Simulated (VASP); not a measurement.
Wanted: the native input for a VASP 6.6.1 run.

| Item | Value |
| --- | --- |
| Task | single point |
| Functional | PBEsol |
| Dispersion | D3(BJ) |
| Potentials or basis | VASP PAW PBE potentials, release 64 (C) |
| Cutoff | 520 eV |
| k mesh | 18 × 18 × 6 |
| Occupations | gaussian, width 0.15 eV |
| Spin | no spin polarisation |
| Dipole correction | no |
| Further INCAR settings | ALGO = Normal; EDIFF = 1e-06; NBANDS = 16 |

The structure of C lies in POSCAR:

```
C
1.0
    2.4580081300      0.0000000000      0.0000000000
   -1.2290040650      2.1286974833      0.0000000000
    0.0000000000      0.0000000000      6.8873453840
C
4
Direct
    0.0000000000      0.0000000000      0.0025000000
    0.0000000000      0.0000000000      0.5025000000
    0.3333333333      0.6666666667      0.0025000000
    0.6666666667      0.3333333333      0.5025000000
```

This cell differs from its parent crystal: engineering shear strain xy +0.0000, normal strain along z +0.0467.

One way to write it, as run:

INCAR

```
SYSTEM = C
PREC = Accurate
ENCUT = 520
EDIFF = 1E-6
ISMEAR = 0
SIGMA = 0.15
LREAL = .FALSE.
LASPH = .TRUE.
NELM = 100
ALGO = Normal
ISIF = 2
LWAVE = .FALSE.
LCHARG = .FALSE.
GGA = PS
IVDW = 12
NBANDS = 16
```

KPOINTS

```
regular mesh
0
G
  18 18 6
  0 0 0
```

Potentials or basis: VASP PAW PBE potentials, release 64 (C).

Run with:

```console
$ cat potpaw_PBE.64/C/POTCAR > POTCAR
$ mpirun -np 1 vasp_std > vasp.out
```

It gave:

```yaml
Pressure: 0.4 GPa
Band_gap_on_the_k_mesh: zero (band 8 reaches 4.43 eV, above the bottom of band 9 at 4.41 eV)
Dispersion_energy_per_atom: -0.107 eV
```

Caveat: the cell differs from its parent crystal (engineering shear strain xy +0.0000, normal strain along z +0.0467); the PAW data sets were made with another functional, which shifts forces and pressure a little.

Wall time 30 s on 1 thread of Intel(R) Xeon(R) 6975P-C (Granite Rapids), on a shared host, peak memory 0.19 GiB.
